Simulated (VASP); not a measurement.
A run of VASP 6.6.1 is set up as follows.

The input POSCAR:

```
Ge
1.0
    3.9956487020      0.0000000000      0.0000000000
   -1.9978243510      3.4603332805      0.0000000000
    0.0000000000      0.0000000000      6.6027109570
Ge
4
Direct
    0.6666666667      0.3333333333      0.0629814339
    0.3333333333      0.6666666667      0.5629814339
    0.6666666667      0.3333333333      0.4370185661
    0.3333333333      0.6666666667      0.9370185661
```

The input INCAR.step1:

```
SYSTEM = Ge
ALGO = Normal
EDIFF = 1E-4
ENCUT = 520
GGA = PE
ISMEAR = 0
LASPH = .TRUE.
LCHARG = .FALSE.
LREAL = .FALSE.
LWAVE = .TRUE.
NBANDS = 36
NELM = 60
PREC = Accurate
SIGMA = 0.01
```

INCAR.step2

```
SYSTEM = Ge
ALGO = Normal
EDIFF = 1E-7
ENCUT = 520
ISIF = 2
ISMEAR = 0
ISTART = 1
LASPH = .TRUE.
LCHARG = .TRUE.
LELF = .TRUE.
LMIXTAU = .TRUE.
LREAL = .FALSE.
LVHAR = .TRUE.
LWAVE = .FALSE.
METAGGA = R2SCAN
NBANDS = 36
NELM = 60
PREC = Accurate
SIGMA = 0.01
```

The input KPOINTS:

```
k-points
0
G
  12 12 6
  0 0 0
```

Potentials or basis: VASP PAW PBE potentials, release 64 (Ge_d).

Command:

```sh
$ cat potpaw_PBE.64/Ge_d/POTCAR > POTCAR
$ cp INCAR.step1 INCAR
$ mpirun -np 1 vasp_std > vasp.out
$ cp INCAR.step2 INCAR
$ mpirun -np 1 vasp_std > vasp.out
```

(1) Predict the band gap on the k mesh.

(2) What does it give for the pressure?

Results:

(1) 0.08 eV.

(2) 0.1 GPa.

Caveat: semilocal functionals underestimate gaps, and a narrow one can read as zero; the PAW data sets were made with another functional, which shifts forces and pressure a little.
